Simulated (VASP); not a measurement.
# Ta3O2 (R-3m) in VASP: single point with PBE

Aim: the single point of Ta3O2 with PBE.

All numbers are computed with VASP 6.6.1; they aren't measurements. Logs are shortened: lines on timing, memory, paths and dates and some standing lists are left out, and cuts for length are marked.

## Step 1: The cell of the first run

It takes space group R-3m (No. 166, trigonal). Conventional cell: a = 2.846 Å, b = 2.846 Å, c = 27.112 Å, α = 90.00°, β = 90.00°, γ = 120.00°. Ta (site symmetry -3m) has 6 O at 2.28 Å and 6 Ta at 2.85 Å within 3.0 Å. Ta (site symmetry 3m) has 3 O at 2.33 Å and 9 Ta at 2.85 to 3.05 Å within 3.1 Å. Within 3.0 Å of O (site symmetry 3m) lie 6 Ta at 2.28 to 2.33 Å and 6 O at 2.85 Å.

## Step 2: Single point, PBE

File INCAR:

```
SYSTEM = Ta3O2
PREC = Accurate
ENCUT = 520
EDIFF = 1E-7
ISMEAR = 0
SIGMA = 0.1
LREAL = .False.
LASPH = .True.
NELM = 100
ALGO = Normal
ISIF = 2
LWAVE = .False.
LCHARG = .False.
GGA = PE
NBANDS = 30
```

File KPOINTS:

```
regular mesh
0
Gamma
  6 6 6
  0 0 0
```

File POSCAR:

```
Ta3O2
1.0
    1.4230213648      0.8215817680      9.0374394729
   -1.4230213648      0.8215817680      9.0374394729
    0.0000000000     -1.6431635361      9.0374394729
Ta O
3 2
Direct
    0.0000000000      0.0000000000      0.0000000000
    0.2141068016      0.2141068016      0.2141068016
    0.7858931984      0.7858931984      0.7858931984
    0.3916143748      0.3916143748      0.3916143748
    0.6083856252      0.6083856252      0.6083856252
```

Potentials or basis: VASP PAW PBE potentials, release 64 (Ta_pv, O).

Command:

```bash
> cat potpaw_PBE.64/Ta_pv/POTCAR potpaw_PBE.64/O/POTCAR > POTCAR
> mpirun -np 1 vasp_std > vasp.out
```

OUTCAR:

```text
SYSTEM = Ta3O2
   PREC = Accurate
   ENCUT = 520
   EDIFF = 1E-7
   ISMEAR = 0
   LREAL = .False.
   LASPH = .True.
   NELM = 100
   ISIF = 2
   GGA = PE

 ion  position               nearest neighbor table
   1  0.000  0.000  0.000-   5 2.28   4 2.28   5 2.28   5 2.28   4 2.28   4 2.28
   2  0.214  0.214  0.214-   5 2.33   5 2.33   5 2.33   3 3.05   3 3.05   3 3.05
   3  0.786  0.786  0.786-   4 2.33   4 2.33   4 2.33   2 3.05   2 3.05   2 3.05
   4  0.392  0.392  0.392-   1 2.28   1 2.28   1 2.28   3 2.33   3 2.33   3 2.33
   5  0.608  0.608  0.608-   1 2.28   1 2.28   1 2.28   2 2.33   2 2.33   2 2.33

  LATTYP: Found a trigonal (rhomboedric) cell.
 ALAT       =     9.1856027909
 COS(alpha) =     0.9520004116

  Lattice vectors:

 A1 = (   1.4230213648,   0.8215817680,   9.0374394729)
 A2 = (  -1.4230213648,   0.8215817680,   9.0374394729)
 A3 = (   0.0000000000,  -1.6431635361,   9.0374394729)

Analysis of symmetry for initial positions (statically):
=====================================================================
 Subroutine PRICEL returns:
 Original cell was already a primitive cell.

 Routine SETGRP: Setting up the symmetry group for a
 trigonal (rhombohedral) supercell.

 Subroutine GETGRP returns: Found 12 space group operations
 (whereof 12 operations were pure point group operations)
 out of a pool of 12 trial point group operations.

The static configuration has the point symmetry D_3d.

Analysis of symmetry for dynamics (positions and initial velocities):
=====================================================================
 Subroutine PRICEL returns:
 Original cell was already a primitive cell.

 Routine SETGRP: Setting up the symmetry group for a
 trigonal (rhombohedral) supercell.

 Subroutine GETGRP returns: Found 12 space group operations
 (whereof 12 operations were pure point group operations)
 out of a pool of 12 trial point group operations.

The dynamic configuration has the point symmetry D_3d.

 Subroutine INISYM returns: Found 12 space group operations
 (whereof 12 operations are pure point group operations),
 and found     1 'primitive' translations

----------------------------------------------------------------------------------------

                                     Primitive cell

  volume of cell :      63.3956

  direct lattice vectors                    reciprocal lattice vectors
     1.423021365  0.821581768  9.037439473     0.351365069  0.202860717  0.036883603
    -1.423021365  0.821581768  9.037439473    -0.351365069  0.202860717  0.036883603
     0.000000000 -1.643163536  9.037439473     0.000000000 -0.405721434  0.036883603

  length of vectors
     9.185602791  9.185602791  9.185602791     0.407394505  0.407394505  0.407394505

  position of ions in fractional coordinates (direct lattice)
     0.000000000  0.000000000  0.000000000
     0.214106802  0.214106802  0.214106802
     0.785893198  0.785893198  0.785893198
     0.391614375  0.391614375  0.391614375
     0.608385625  0.608385625  0.608385625

  ion indices of the primitive-cell ions
   primitive index   ion index
                 1           1
                 2           2
                 3           3
                 4           4
                 5           5

----------------------------------------------------------------------------------------

 KPOINTS: regular mesh

Automatic generation of k-mesh.
 Grid dimensions read from file:
 generate k-points for:    6    6    6

 Generating k-lattice:

  Cartesian coordinates                     Fractional coordinates (reciprocal lattice)
     0.058560845  0.033810120  0.006147267     0.166666667  0.000000000  0.000000000
    -0.058560845  0.033810120  0.006147267     0.000000000  0.166666667  0.000000000
     0.000000000 -0.067620239  0.006147267     0.000000000  0.000000000  0.166666667

  Length of vectors
     0.067899084  0.067899084  0.067899084

  Shift w.r.t. Gamma in fractional coordinates (k-lattice)
     0.000000000  0.000000000  0.000000000

 Subroutine IBZKPT returns following result:
 ===========================================

 Found     32 irreducible k-points:

 Following reciprocal coordinates:
            Coordinates               Weight
  0.000000  0.000000  0.000000      1.000000
  0.166667 -0.000000  0.000000      6.000000
  0.333333 -0.000000 -0.000000      6.000000
  0.500000  0.000000  0.000000      3.000000
  0.166667  0.166667  0.000000      6.000000
  0.333333  0.166667  0.000000     12.000000
[... 16 lines left out ...]
  0.500000  0.500000  0.166667      6.000000
 -0.333333  0.500000  0.166667     12.000000
 [... further k-points ...]
   k-points           NKPTS =     32   k-points in BZ     NKDIM =     32   number of bands    NBANDS=     30
   number of dos      NEDOS =    301   number of ions     NIONS =      5
   total plane-waves  NPLWV = 343000
   dimension x,y,z NGX =    70 NGY =   70 NGZ =   70
   dimension x,y,z NGXF=   140 NGYF=  140 NGZF=  140
   ions per type =               3   2
   NGX,Y,Z   is equivalent  to a cutoff of  12.67, 12.67, 12.67 a.u.
   NGXF,Y,Z  is equivalent  to a cutoff of  25.34, 25.34, 25.34 a.u.
 SYSTEM =  Ta3O2
   PREC   = accura    normal or accurate (medium, high low for compatibility)
   ISTART =      0    job   : 0-new  1-cont  2-samecut
   ICHARG =      2    charge: 1-file 2-atom 10-const
   ISPIN  =      1    spin polarized calculation?
   LNONCOLLINEAR =      F non collinear calculations
   LSORBIT =      F    spin-orbit coupling
   LASPH  =      T    aspherical Exc in radial PAW
   ENCUT  =  520.0 eV  38.22 Ry    6.18 a.u.  17.08 17.08 17.08*2*pi/ulx,y,z
   NELM   =    100;   NELMIN=  2; NELMDL= -5     # of ELM steps
   EDIFF  = 0.1E-06   stopping-criterion for ELM
   LREAL  =      F    real-space projection
   EDIFFG = 0.1E-05   stopping-criterion for IOM
   NSW    =      0    number of steps for IOM
   IBRION =     -1    ionic relax: 0-MD 1-quasi-New 2-CG
   NFREE  =      0    steps in history (QN), initial steepest desc. (CG)
   ISIF   =      2    stress and relaxation
   ISYM   =      2    0-nonsym 1-usesym 2-fastsym
   POTIM  = 0.5000    time-step for ionic-motion
   TEBEG  =    0.0;   TEEND  =   0.0 temperature during run
   PSTRESS=    0.0 pullay stress
   NELECT =      45.0000    total number of electrons
   NUPDOWN=      -1.0000    fix difference up-down
   EMIN   =  10.00;   EMAX   =-10.00  energy-range for DOS
   EFERMI =   0.00;   METHOD = LEGACY
   ISMEAR =     0;   SIGMA  =   0.10  broadening in eV -4-tet -1-fermi 0-gaus
   EFERMI_NEDOS =   21; number of points for ismear=-14 and -15
   IALGO  =     38    algorithm
   IMIX   =      4    mixing-type and parameters
     AMIX     =   0.40;   BMIX     =  1.00
     AMIX_MAG =   1.60;   BMIX_MAG =  1.00
  volume/ion in A,a.u.               =      12.68        85.56
  Fermi-wavevector in a.u.,A,eV,Ry     =   1.460358  2.759677 29.016410  2.132646
  Thomas-Fermi vector in A             =   2.576817
   LORBIT       =      0    0 simple, 1 ext, 2 COOP (PROOUT), +10 PAW based schemes
   GGA     = PE    functional components
   LHFCALC =     F    Hartree Fock is set to
   AEXX    =    0.0000 exact exchange contribution
   IVDW    =     0    specifies the selected vdW correction
   LEPSILON=     F    determine dielectric tensor
   LRPA    =     F    only Hartree local field effects (RPA)
 non-spin polarized calculation
 Gauss-broadening in eV      SIGMA  =   0.10
  energy-cutoff  :      520.00
  volume of cell :       63.40
 maximum number of plane-waves:      1724
 NGX is ok and might be reduce to    70
   NGX = 35   NGY = 35   NGZ = 35

 number of electron      45.0000000 magnetization

 Free energy of the ion-electron system (eV)
  ---------------------------------------------------
  ext. energy  EPLUGINS =         0.00000000
  ---------------------------------------------------
  free energy    TOTEN  =       -50.85495760 eV

  energy without entropy =      -50.84907270  energy(sigma->0) =      -50.85201515

 E-fermi :   7.4422     XC(G=0): -12.8730

 val. band max:        7.3944491858   @ k =  -0.3333   0.5000   0.3333
 cond. band min:       7.7819030704   @ k =   0.5000   0.5000   0.3333
 fundamental gap:      0.3874538846
 Fermi energy:         7.4421882902

 k-point     1 :       0.0000    0.0000    0.0000
  band No.  band energies     occupation
      1     -28.6912      2.00000
      2     -27.5710      2.00000
      3     -27.5710      2.00000
      4     -27.4891      2.00000
      5     -27.0682      2.00000
      6     -26.5363      2.00000
[... 22 lines left out ...]
     29      10.1094      0.00000
     30      10.1095      0.00000

 k-point     2 :       0.1667   -0.0000    0.0000
  band No.  band energies     occupation
      1     -28.6248      2.00000
      2     -27.9107      2.00000
      3     -27.6445      2.00000
      4     -27.4094      2.00000
      5     -27.0665      2.00000
      6     -26.8405      2.00000
[... 22 lines left out ...]
     29       9.4529      0.00000
     30      10.3413      0.00000

 k-point     3 :       0.3333   -0.0000   -0.0000
  band No.  band energies     occupation
      1     -28.5443      2.00000
      2     -28.4851      2.00000
      3     -27.7883      2.00000
      4     -27.4943      2.00000
      5     -27.4598      2.00000
      6     -27.2080      2.00000
[... 22 lines left out ...]
     29      10.8822      0.00000
     30      11.5882      0.00000

 k-point     4 :       0.5000    0.0000    0.0000
  band No.  band energies     occupation
      1     -28.8356      2.00000
      2     -28.4197      2.00000
      3     -27.8587      2.00000
      4     -27.7781      2.00000
      5     -27.7337      2.00000
      6     -27.1022      2.00000
[... 616 lines left out ...]
     29      11.4824      0.00000
     30      11.9304      0.00000

 k-point    23 :       0.5000    0.5000    0.1667
  band No.  band energies     occupation
      1     -28.5443      2.00000
      2     -28.4850      2.00000
      3     -27.7882      2.00000
      4     -27.4965      2.00000
      5     -27.4589      2.00000
      6     -27.2054      2.00000
[... 22 lines left out ...]
     29      10.9198      0.00000
     30      11.9733      0.00000

 k-point    24 :      -0.3333    0.5000    0.1667
  band No.  band energies     occupation
      1     -28.6800      2.00000
      2     -28.4201      2.00000
      3     -28.0356      2.00000
      4     -27.6273      2.00000
      5     -27.5870      2.00000
      6     -27.1207      2.00000
[... 22 lines left out ...]
     29      11.1398      0.00000
     30      11.9108      0.00000

 [... further k-points ...]

------------------------ aborting loop because EDIFF is reached ----------------------------------------

  FORCE on cell =-STRESS in cart. coord.  units (eV):
  Direction    XX          YY          ZZ          XY          YZ          ZX
  --------------------------------------------------------------------------------------
  -------------------------------------------------------------------------------------
  Total        0.1652114      0.1652114      0.2205755      0.0000000     -0.0000000      0.0000000
  in kB        4.1753376      4.1753376      5.5745387      0.0000000     -0.0000000      0.0000000
  external PRESSURE =       4.6417380 kB  Pullay stress =       0.0000000 kB

 VOLUME and BASIS-vectors are now :
 -----------------------------------------------------------------------------
  energy-cutoff  :      520.00
  volume of cell :       63.40
      direct lattice vectors                 reciprocal lattice vectors
     1.423021365  0.821581768  9.037439473     0.351365069  0.202860717  0.036883603
    -1.423021365  0.821581768  9.037439473    -0.351365069  0.202860717  0.036883603
     0.000000000 -1.643163536  9.037439473     0.000000000 -0.405721434  0.036883603

 POSITION                                       TOTAL-FORCE (eV/Angst)
 -----------------------------------------------------------------------------------
      0.00000      0.00000      0.00000         0.000000      0.000000      0.000000
      0.00000     -0.00000      5.80493         0.000000      0.000000     -0.030914
      0.00000     -0.00000     21.30739         0.000000     -0.000000      0.030914
      0.00000     -0.00000     10.61757         0.000000     -0.000000      0.012853
      0.00000     -0.00000     16.49474         0.000000      0.000000     -0.012853
 -----------------------------------------------------------------------------------
    total drift:                               -0.000000      0.000000     -0.000000

  FREE ENERGIE OF THE ION-ELECTRON SYSTEM (eV)
  ---------------------------------------------------
  free  energy   TOTEN  =       -50.8549575998 eV

  energy  without entropy=      -50.8490726951  energy(sigma->0) =      -50.85201515
```

It took 15 min on 1 thread of Intel Xeon 8259CL, shared host; peak memory 0.7 GiB.

What came out:

- Free energy: -50.8550 eV
- Pressure: 0.5 GPa
- Largest force: 0.031 eV/Å
- Band gap on the k mesh: zero (an odd number of electrons rules out a gap without spin polarisation)

Forces on the atoms (eV/Å):
```
Ta   0.000  0.000  0.000
Ta   0.000  0.000 -0.031
Ta   0.000  0.000  0.031
O    0.000  0.000  0.013
O    0.000  0.000 -0.013
```

Caveat: the k points lie up to 0.43 Å⁻¹ apart, too coarse for converged energies and pressures of a metal; spin-orbit coupling is left out, which moves the levels of the heavy elements; an odd number of electrons without spin polarisation forces a metal; a magnetic or distorted state may lie lower.

The gap in the log of VASP goes by the Fermi energy; the results here count the filled bands.